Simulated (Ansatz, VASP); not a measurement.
Two plane-wave programs on La2AlCo2C

```
La Al Co C
1.0
     4.19300   -6.09798    0.00000
     4.19300    6.09798    0.00000
     0.00000    0.00000    9.00054
La Al Co C
8 4 8 4
Direct
  0.25000 0.25000 0.19210
  0.75000 0.25000 0.69210
  0.75000 0.75000 0.19210
  0.25000 0.75000 0.69210
  0.75000 0.25000 0.30790
  0.25000 0.25000 0.80790
  0.25000 0.75000 0.30790
  0.75000 0.75000 0.80790
  0.00000 0.50000 0.00000
  0.50000 0.50000 0.50000
  0.50000 0.00000 0.00000
  0.00000 0.00000 0.50000
  0.85492 0.14508 0.00000
  0.35492 0.14508 0.50000
  0.35492 0.64508 0.00000
  0.85492 0.64508 0.50000
  0.64508 0.35492 0.00000
  0.14508 0.35492 0.50000
  0.14508 0.85492 0.00000
  0.64508 0.85492 0.50000
  0.00000 0.50000 0.50000
  0.50000 0.50000 0.00000
  0.50000 0.00000 0.50000
  0.00000 0.00000 0.00000
```

Alike in both runs: task single point; functional PBE; k mesh 3 × 3 × 3; occupations gaussian, width 0.05 eV; no spin polarisation.

|  | VASP | Ansatz |
| --- | --- | --- |
| version | VASP 6.6.1 | Ansatz 0.2.0 |
| potentials or method | VASP PAW PBE potentials, release 64 (La, Al, Co, C), cutoff 520 eV | scalar-relativistic, plane waves, PAW |
| valence electrons in the cell | 188 | 252 |

Ansatz gave:

| Quantity | Value |
| --- | --- |
| gap on the k mesh at the Fermi level (eV) | none |
| pressure (GPa) | 0.0 |
| traceless stress, the component that is largest in VASP (GPa) | -0.22 |
| rms of the force components (eV/Å) | 0.017 |

Q: Which values does VASP return?

A: gap on the k mesh at the Fermi level (eV): none; pressure (GPa): -0.1; traceless stress, the component that is largest in VASP (GPa): -0.40; rms of the force components (eV/Å): 0.017.

Atom by atom the forces differ by 0.015 eV/Å (rms over components). A gap of «none» marks a metal or a gap that the smearing closes. With one functional, cell and mesh, what is left measures potentials, basis and numerics. VASP's potentials hold 188 valence electrons a cell and Ansatz's 252, so a difference there can come from the potentials and not from the codes.

Spin-orbit coupling is off throughout.
